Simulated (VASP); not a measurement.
# CdGa: relaxation of cell and atoms with PBE

The system is CdGa.

```xyz
2
Lattice="0.0000 3.1258 3.1258 3.1258 0.0000 3.1258 3.1258 3.1258 0.0000" Properties=species:S:1:pos:R:3 pbc="T T T"
Cd    0.0000    0.0000    0.0000
Ga    1.5629    1.5629    1.5629
```

```yaml
Program: VASP 6.6.1
Task: relaxation of cell and atoms
Functional: PBE
Potentials_or_basis: VASP PAW PBE potentials, release 64 (Cd, Ga_d)
Cutoff: 600 eV
k_mesh: 16 × 16 × 16
Occupations: gaussian, width 0.1 eV
Spin: no spin polarisation
Dipole_correction: no
Further_INCAR_settings: ALGO = Fast; EDIFF = 1e-06; IBRION = 2; EDIFFG = -0.01; NSW = 100; ISIF = 3
```

The relaxed volume is 30.98 Å³/atom, the relaxed cell is a = 4.442 Å, b = 4.442 Å, c = 4.442 Å, α = 60.00°, β = 60.00°, γ = 60.00° and the space group after relaxing (to 0.1 Å) is F-43m (No. 216). The energy gained by relaxing is 0.5 meV/atom. The ionic steps are 4. The pressure after relaxing is 0.0 GPa. The band gap on the k mesh is zero (an odd number of electrons rules out a gap without spin polarisation).

The path:
| step | energy change (eV) | largest force (eV/Å) | pressure (GPa) | volume (Å³) |
| --- | --- | --- | --- | --- |
| 1 | 0.0000 | 0.0000 | 0.35 | 61.08 |
| 2 | -0.0009 | 0.0000 | 0.08 | 61.67 |
| 3 | -0.0010 | 0.0000 | 0.09 | 61.77 |
| 4 | -0.0010 | 0.0000 | 0.04 | 61.97 |

Final structure:
```
Cd Ga
1.0
     0.00000    3.14082    3.14082
     3.14082    0.00000    3.14082
     3.14082    3.14082    0.00000
Cd Ga
1 1
Cartesian
  0.0000 0.0000 0.0000
  1.5704 1.5704 1.5704
```

Levels at points of the mesh, in eV from the Fermi level:
| k point | band 10 | band 11 | band 12 | band 13 | band 14 | band 15 |
| --- | --- | --- | --- | --- | --- | --- |
| (0.00, 0.00, 0.00) | -8.62 | -8.00 | 3.20 | 3.20 | 3.20 | 3.41 |
| (0.50, 0.00, 0.00) | -8.60 | -5.91 | -3.41 | 1.83 | 1.83 | 3.40 |
| (0.50, 0.50, 0.00) | -8.59 | -5.06 | -3.41 | 0.14 | 0.14 | 3.07 |

Run time: 8.9 min on 1 thread of Intel Xeon 8259CL, on a shared host, peak memory 0.37 GiB.
